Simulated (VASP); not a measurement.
Runs of VASP 6.6.1 on CO2. The structure is that of space group I-42d (No. 122), or close to it. The cells are those of the table. 

| level | cell | k mesh | smearing | gap on the mesh (eV) | pressure (GPa) | largest force (eV/Å) |
| --- | --- | --- | --- | --- | --- | --- |
| PBEsol | a = 4.021 Å, angles 121.2, 121.2, 88.0°, 6 atoms | 8 × 8 × 8 | fermi-dirac 0.05 eV | 7.57 | 5.6 | 0.26 |
| BLYP | a = 4.109 Å, angles 122.6, 122.6, 85.6°, 6 atoms | 9 × 9 × 9 | fermi-dirac 0.05 eV | 7.74 | 6.2 | (c) |
| PBEsol | a = 4.198 Å, angles 123.9, 123.9, 83.4°, 6 atoms | 8 × 8 × 8 | fermi-dirac 0.05 eV | (d) | -13.7 | (a) |
| r2SCAN | a = 4.109 Å, angles 122.6, 122.6, 85.6°, 6 atoms | 9 × 9 × 9 | fermi-dirac 0.05 eV | 8.42 | (b) | 0.15 |
| PBE | a = 4.109 Å, angles 122.6, 122.6, 85.6°, 6 atoms | 9 × 9 × 9 | gaussian 0.013 eV | 7.66 | 0.9 | 0.06 |
| PBEsol | a = 4.131 Å, angles 122.9, 122.9, 85.1°, 6 atoms | 8 × 8 × 8 | fermi-dirac 0.05 eV | 7.50 | -7.3 | 0.20 |
| PBEsol | a = 4.136 Å, angles 122.6, 122.6, 85.6°, 6 atoms | 9 × 9 × 9 | fermi-dirac 0.05 eV | 7.45 | -9.7 | 0.38 |
| BLYP | a = 4.134 Å, angles 122.1, 122.1, 86.4°, 6 atoms | 9 × 9 × 9 | fermi-dirac 0.05 eV | 7.65 | 1.7 | 0.10 |

Alike in all rows: task single point; potentials or basis VASP PAW PBE potentials, release 64 (O, C); no spin polarisation; cutoff (eV) 520.

Fill in the values left out.

(a) 0.43; (b) -5.8; (c) 0.21; (d) 7.27.

Caveats: the PAW data sets were made with another functional, which shifts forces and pressure a little (some runs).

A k mesh can miss the band edges.
